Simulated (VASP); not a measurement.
# ZrS (I4/mmm) in VASP: notebook

The runs below take ZrS through single point, with PBEsol.

Program: VASP 6.6.1. These are calculated values, not measurements. Logs are shortened: lines on timing, memory, paths and dates and some standing lists are left out, and cuts for length are marked.

## 1. The cell of the first run

Symmetry: I4/mmm, No. 139, tetragonal system. The conventional cell has a = 4.009 Å, b = 4.009 Å, c = 5.040 Å, α = 90.00°, β = 90.00°, γ = 90.00°. Within 3.3 Å of Zr (site symmetry 4/mmm) lie 6 S at 2.52 to 2.83 Å. S (site symmetry 4/mmm) has 6 Zr at 2.52 to 2.83 Å within 3.3 Å.

## 2. Single point, PBEsol (strain +0.080 along x and y, -0.040 along z)

Contents of INCAR:

```
SYSTEM = ZrS
PREC     = Accurate       ! precision mode
ENCUT    = 520            ! plane-wave cutoff, eV
EDIFF    = 1E-7           ! SCF threshold, eV
ISMEAR   = 0              ! smearing method
SIGMA    = 0.15           ! smearing width, eV
LREAL    = .False.        ! projectors in reciprocal space
LASPH    = .True.         ! aspherical terms in the spheres
NELM     = 80             ! most SCF steps
ALGO     = Normal         ! electronic algorithm
ISIF     = 2              ! what is computed and relaxed
LWAVE    = .False.        ! write WAVECAR
LCHARG   = .False.        ! write CHGCAR
GGA      = PS             ! functional
NBANDS   = 16             ! bands
```

Contents of KPOINTS:

```
Automatic mesh
0
Gamma
  16 16 16
  0 0 0
```

Contents of POSCAR:

```
ZrS
1.0
    0.0000000000      2.8350000000      2.5200000000
    2.8350000000      0.0000000000      2.5200000000
    2.8350000000      2.8350000000      0.0000000000
Zr S
1 1
Direct
    0.0000000000      0.0000000000      0.0000000000
    0.5000000000      0.5000000000      0.5000000000
```

Potentials or basis: VASP PAW PBE potentials, release 64 (Zr_sv, S).

Launch:

```
$ cat potpaw_PBE.64/Zr_sv/POTCAR potpaw_PBE.64/S/POTCAR > POTCAR
$ mpirun -np 1 vasp_std > vasp.out
```

OUTCAR:

```text
SYSTEM = ZrS
   PREC = Accurate
   ENCUT = 520
   EDIFF = 1E-7
   ISMEAR = 0
   LREAL = .False.
   LASPH = .True.
   NELM = 80
   ISIF = 2
   GGA = PS

 ion  position               nearest neighbor table
   1  0.000  0.000  0.000-   2 2.52   2 2.52   2 2.83   2 2.83   2 2.83   2 2.83
   2  0.500  0.500  0.500-   1 2.52   1 2.52   1 2.83   1 2.83   1 2.83   1 2.83

  LATTYP: Found a body centered tetragonal cell.
 ALAT       =     4.0092954493
 C/A-ratio  =     1.2570787221

  Lattice vectors:

 A1 = (   0.0000000000,  -2.8350000000,  -2.5200000000)
 A2 = (   0.0000000000,   2.8350000000,  -2.5200000000)
 A3 = (   2.8350000000,   0.0000000000,   2.5200000000)

Analysis of symmetry for initial positions (statically):
=====================================================================
 Subroutine PRICEL returns:
 Original cell was already a primitive cell.

 Routine SETGRP: Setting up the symmetry group for a
 body centered tetragonal supercell.

 Subroutine GETGRP returns: Found 16 space group operations
 (whereof 16 operations were pure point group operations)
 out of a pool of 16 trial point group operations.

The static configuration has the point symmetry D_4h.

Analysis of symmetry for dynamics (positions and initial velocities):
=====================================================================
 Subroutine PRICEL returns:
 Original cell was already a primitive cell.

 Routine SETGRP: Setting up the symmetry group for a
 body centered tetragonal supercell.

 Subroutine GETGRP returns: Found 16 space group operations
 (whereof 16 operations were pure point group operations)
 out of a pool of 16 trial point group operations.

The dynamic configuration has the point symmetry D_4h.

 Subroutine INISYM returns: Found 16 space group operations
 (whereof 16 operations are pure point group operations),
 and found     1 'primitive' translations

----------------------------------------------------------------------------------------

                                     Primitive cell

  volume of cell :      40.5076

  direct lattice vectors                    reciprocal lattice vectors
     0.000000000  2.835000000  2.520000000    -0.176366843  0.176366843  0.198412698
     2.835000000  0.000000000  2.520000000     0.176366843 -0.176366843  0.198412698
     2.835000000  2.835000000  0.000000000     0.176366843  0.176366843 -0.198412698

  length of vectors
     3.793102292  3.793102292  4.009295449     0.318713234  0.318713234  0.318713234

  position of ions in fractional coordinates (direct lattice)
     0.000000000  0.000000000  0.000000000
     0.500000000  0.500000000  0.500000000

  ion indices of the primitive-cell ions
   primitive index   ion index
                 1           1
                 2           2

----------------------------------------------------------------------------------------

 KPOINTS: Automatic mesh

Automatic generation of k-mesh.
 Grid dimensions read from file:
 generate k-points for:   16   16   16

 Generating k-lattice:

  Cartesian coordinates                     Fractional coordinates (reciprocal lattice)
    -0.011022928  0.011022928  0.012400794     0.062500000  0.000000000  0.000000000
     0.011022928 -0.011022928  0.012400794     0.000000000  0.062500000  0.000000000
     0.011022928  0.011022928 -0.012400794     0.000000000  0.000000000  0.062500000

  Length of vectors
     0.019919577  0.019919577  0.019919577

  Shift w.r.t. Gamma in fractional coordinates (k-lattice)
     0.000000000  0.000000000  0.000000000

 Subroutine IBZKPT returns following result:
 ===========================================

 Found    349 irreducible k-points:

 Following reciprocal coordinates:
            Coordinates               Weight
  0.000000  0.000000  0.000000      1.000000
  0.062500  0.000000  0.000000      8.000000
  0.125000  0.000000  0.000000      8.000000
  0.187500  0.000000  0.000000      8.000000
  0.250000  0.000000  0.000000      8.000000
  0.312500  0.000000  0.000000      8.000000
[... 16 lines left out ...]
 -0.125000  0.062500  0.000000      8.000000
 -0.062500  0.062500  0.000000      4.000000
 [... further k-points ...]
   k-points           NKPTS =    349   k-points in BZ     NKDIM =    349   number of bands    NBANDS=     16
   number of dos      NEDOS =    301   number of ions     NIONS =      2
   total plane-waves  NPLWV =  23520
   dimension x,y,z NGX =    28 NGY =   28 NGZ =   30
   dimension x,y,z NGXF=    56 NGYF=   56 NGZF=   60
   ions per type =               1   1
   NGX,Y,Z   is equivalent  to a cutoff of  12.27, 12.27, 12.44 a.u.
   NGXF,Y,Z  is equivalent  to a cutoff of  24.54, 24.54, 24.88 a.u.
 SYSTEM =  ZrS
   PREC   = accura    normal or accurate (medium, high low for compatibility)
   ISTART =      0    job   : 0-new  1-cont  2-samecut
   ICHARG =      2    charge: 1-file 2-atom 10-const
   ISPIN  =      1    spin polarized calculation?
   LNONCOLLINEAR =      F non collinear calculations
   LSORBIT =      F    spin-orbit coupling
   LASPH  =      T    aspherical Exc in radial PAW
   ENCUT  =  520.0 eV  38.22 Ry    6.18 a.u.   7.05  7.05  7.45*2*pi/ulx,y,z
   NELM   =     80;   NELMIN=  2; NELMDL= -5     # of ELM steps
   EDIFF  = 0.1E-06   stopping-criterion for ELM
   LREAL  =      F    real-space projection
   EDIFFG = 0.1E-05   stopping-criterion for IOM
   NSW    =      0    number of steps for IOM
   IBRION =     -1    ionic relax: 0-MD 1-quasi-New 2-CG
   NFREE  =      0    steps in history (QN), initial steepest desc. (CG)
   ISIF   =      2    stress and relaxation
   ISYM   =      2    0-nonsym 1-usesym 2-fastsym
   POTIM  = 0.5000    time-step for ionic-motion
   TEBEG  =    0.0;   TEEND  =   0.0 temperature during run
   PSTRESS=    0.0 pullay stress
   NELECT =      18.0000    total number of electrons
   NUPDOWN=      -1.0000    fix difference up-down
   EMIN   =  10.00;   EMAX   =-10.00  energy-range for DOS
   EFERMI =   0.00;   METHOD = LEGACY
   ISMEAR =     0;   SIGMA  =   0.15  broadening in eV -4-tet -1-fermi 0-gaus
   EFERMI_NEDOS =   21; number of points for ismear=-14 and -15
   IALGO  =     38    algorithm
   IMIX   =      4    mixing-type and parameters
     AMIX     =   0.40;   BMIX     =  1.00
     AMIX_MAG =   1.60;   BMIX_MAG =  1.00
  volume/ion in A,a.u.               =      20.25       136.68
  Fermi-wavevector in a.u.,A,eV,Ry     =   1.249262  2.360762 21.233999  1.560655
  Thomas-Fermi vector in A             =   2.383310
   LORBIT       =      0    0 simple, 1 ext, 2 COOP (PROOUT), +10 PAW based schemes
   GGA     = PS    functional components
   LHFCALC =     F    Hartree Fock is set to
   AEXX    =    0.0000 exact exchange contribution
   IVDW    =     0    specifies the selected vdW correction
   LEPSILON=     F    determine dielectric tensor
   LRPA    =     F    only Hartree local field effects (RPA)
 non-spin polarized calculation
 Gauss-broadening in eV      SIGMA  =   0.15
  energy-cutoff  :      520.00
  volume of cell :       40.51
 maximum number of plane-waves:      1110
   NGX = 15   NGY = 15   NGZ = 15

 number of electron      18.0000000 magnetization

 Free energy of the ion-electron system (eV)
  ---------------------------------------------------
  ext. energy  EPLUGINS =         0.00000000
  ---------------------------------------------------
  free energy    TOTEN  =       -15.99145004 eV

  energy without entropy =      -15.97385023  energy(sigma->0) =      -15.98265013

 E-fermi :   9.1795     XC(G=0): -10.9037

 val. band max:        9.1739282272   @ k =   0.2500   0.1250   0.0625
 cond. band min:       9.1837841025   @ k =   0.3750   0.0000   0.3750
 fundamental gap:      0.0098558753
 Fermi energy:         9.1795167546

 k-point     1 :       0.0000    0.0000    0.0000
  band No.  band energies     occupation
      1     -40.8482      2.00000
      2     -18.8704      2.00000
      3     -18.8361      2.00000
      4     -18.8361      2.00000
      5      -6.0950      2.00000
      6       5.7389      2.00000
[... 8 lines left out ...]
     15      16.4362      0.00000
     16      19.7841      0.00000

 k-point     2 :       0.0625    0.0000    0.0000
  band No.  band energies     occupation
      1     -40.8476      2.00000
      2     -18.8753      2.00000
      3     -18.8402      2.00000
      4     -18.8377      2.00000
      5      -6.0538      2.00000
      6       5.4749      2.00000
[... 8 lines left out ...]
     15      16.5624      0.00000
     16      19.5836      0.00000

 k-point     3 :       0.1250    0.0000    0.0000
  band No.  band energies     occupation
      1     -40.8460      2.00000
      2     -18.8940      2.00000
      3     -18.8470      2.00000
      4     -18.8420      2.00000
      5      -5.9343      2.00000
      6       4.8565      2.00000
[... 8 lines left out ...]
     15      16.8274      0.00000
     16      19.1153      0.00000

 k-point     4 :       0.1875    0.0000    0.0000
  band No.  band energies     occupation
      1     -40.8436      2.00000
      2     -18.9278      2.00000
      3     -18.8508      2.00000
      4     -18.8484      2.00000
      5      -5.7486      2.00000
      6       4.1189      2.00000
[... 8 lines left out ...]
     15      16.7892      0.00000
     16      18.8390      0.00000
[... 324 lines left out ...]
 k-point    22 :      -0.1875    0.0625    0.0000
  band No.  band energies     occupation
      1     -40.8426      2.00000
      2     -18.9277      2.00000
      3     -18.8648      2.00000
      4     -18.8487      2.00000
      5      -5.7246      2.00000
      6       3.8572      2.00000
[... 8 lines left out ...]
     15      16.6769      0.00000
     16      18.1577      0.00000

 k-point    23 :      -0.1250    0.0625    0.0000
  band No.  band energies     occupation
      1     -40.8451      2.00000
      2     -18.8927      2.00000
      3     -18.8617      2.00000
      4     -18.8425      2.00000
      5      -5.9015      2.00000
      6       4.4905      2.00000
[... 8 lines left out ...]
     15      17.0487      0.00000
     16      18.1772      0.00000

 k-point    24 :      -0.0625    0.0625    0.0000
  band No.  band energies     occupation
      1     -40.8469      2.00000
      2     -18.8765      2.00000
      3     -18.8507      2.00000
      4     -18.8386      2.00000
      5      -6.0152      2.00000
      6       5.0715      2.00000
[... 8 lines left out ...]
     15      16.7642      0.00000
     16      18.9037      0.00000

 [... further k-points ...]
[... 5 lines left out ...]
  --------------------------------------------------------------------------------------
  -------------------------------------------------------------------------------------
  Total       -4.8227524     -4.8227524      0.1742890      0.0000000      0.0000000      0.0000000
  in kB     -190.7519049   -190.7519049      6.8935644      0.0000000      0.0000000      0.0000000
  external PRESSURE =    -124.8700818 kB  Pullay stress =       0.0000000 kB

 VOLUME and BASIS-vectors are now :
 -----------------------------------------------------------------------------
  energy-cutoff  :      520.00
  volume of cell :       40.51
      direct lattice vectors                 reciprocal lattice vectors
     0.000000000  2.835000000  2.520000000    -0.176366843  0.176366843  0.198412698
     2.835000000  0.000000000  2.520000000     0.176366843 -0.176366843  0.198412698
     2.835000000  2.835000000  0.000000000     0.176366843  0.176366843 -0.198412698

 POSITION                                       TOTAL-FORCE (eV/Angst)
 -----------------------------------------------------------------------------------
      0.00000      0.00000      0.00000         0.000000     -0.000000      0.000000
      2.83500      2.83500      2.52000         0.000000      0.000000      0.000000
 -----------------------------------------------------------------------------------
    total drift:                                0.000000      0.000000      0.000000

  FREE ENERGIE OF THE ION-ELECTRON SYSTEM (eV)
  ---------------------------------------------------
  free  energy   TOTEN  =       -15.9914500382 eV

  energy  without entropy=      -15.9738502257  energy(sigma->0) =      -15.98265013
```

Wall time 2.4 min (1 thread of Intel Xeon 6975P-C, shared host); peak memory 0.34 GiB.

What came out:

```yaml
Free_energy: -15.9915 eV
Pressure: -12.5 GPa
Band_gap_on_the_k_mesh: zero (band 9 reaches 10.27 eV, above the bottom of band 10 at 7.80 eV)
```

Levels at points of the mesh, in eV from the Fermi level:
```csv
k point,band 5,band 6,band 7,band 8,band 9,band 10,band 11,band 12,band 13,band 14
"(0.00, 0.00, 0.00)",-15.27,-3.44,-3.44,-3.24,-1.38,-1.38,-0.98,-0.73,-0.36,1.85
"(0.50, 0.00, 0.00)",-14.00,-7.43,-5.61,-5.48,1.07,1.57,1.71,1.76,4.00,4.98
"(0.50, 0.50, 0.00)",-14.48,-5.47,-4.58,-4.58,-2.87,0.86,1.86,1.86,2.39,2.79
"(0.50, 0.00, 0.50)",-14.59,-6.10,-4.08,-4.07,-2.88,0.17,1.74,2.16,2.42,2.89
```

Caveat: the cell differs from its parent crystal (strain +0.080 along x and y, -0.040 along z); the PAW data sets were made with another functional, which shifts forces and pressure a little.

## 3. Single point, PBEsol (strain +0.080 along x and y, +0.000 along z)

Contents of INCAR:

```
SYSTEM = ZrS
PREC = Accurate
ENCUT = 520
EDIFF = 1E-7
ISMEAR = 0
SIGMA = 0.15
LREAL = .False.
LASPH = .True.
NELM = 60
ALGO = Normal
ISIF = 2
LWAVE = .False.
LCHARG = .False.
GGA = PS
NBANDS = 16
```

Contents of KPOINTS:

```
regular mesh
0
Gamma
  16 16 16
  0 0 0
```

Contents of POSCAR:

```
ZrS
1.0
    0.0000000000      2.8350000000      2.6250000000
    2.8350000000      0.0000000000      2.6250000000
    2.8350000000      2.8350000000      0.0000000000
Zr S
1 1
Direct
    0.0000000000      0.0000000000      0.0000000000
    0.5000000000      0.5000000000      0.5000000000
```

Potentials or basis: VASP PAW PBE potentials, release 64 (Zr_sv, S).

Launch:

```
$ cat potpaw_PBE.64/Zr_sv/POTCAR potpaw_PBE.64/S/POTCAR > POTCAR
$ mpirun -np 1 vasp_std > vasp.out
```

Wall time 2.8 min (1 thread of Intel Xeon 6975P-C, shared host); peak memory 0.36 GiB.

It converged, with:

| Quantity | Value |
| --- | --- |
| Free energy | -15.9279 eV |
| Pressure | -17.3 GPa |
| Band gap on the k mesh | zero (band 9 reaches 9.79 eV, above the bottom of band 10 at 7.52 eV) |

Stress tensor (GPa, compression positive):
```
-20.10   0.00   0.00
  0.00 -20.10   0.00
  0.00   0.00 -11.81
```

Levels at points of the mesh, in eV from the Fermi level:
| k point | band 5 | band 6 | band 7 | band 8 | band 9 | band 10 | band 11 | band 12 | band 13 | band 14 |
| --- | --- | --- | --- | --- | --- | --- | --- | --- | --- | --- |
| (0.00, 0.00, 0.00) | -15.10 | -3.41 | -3.41 | -3.35 | -1.23 | -1.23 | -0.73 | -0.63 | -0.59 | 1.13 |
| (0.50, 0.00, 0.00) | -13.99 | -7.24 | -5.41 | -5.32 | 1.03 | 1.31 | 1.43 | 1.74 | 3.91 | 4.70 |
| (0.50, 0.50, 0.00) | -14.35 | -5.62 | -4.44 | -4.44 | -2.73 | 0.66 | 1.79 | 1.79 | 2.14 | 2.38 |
| (0.50, 0.00, 0.50) | -14.43 | -5.96 | -4.19 | -4.11 | -2.76 | 0.28 | 1.68 | 1.99 | 2.18 | 2.39 |

Caveat: the cell differs from its parent crystal (strain +0.080 along x and y, +0.000 along z); the PAW data sets were made with another functional, which shifts forces and pressure a little.

[end of part 1 of 2]
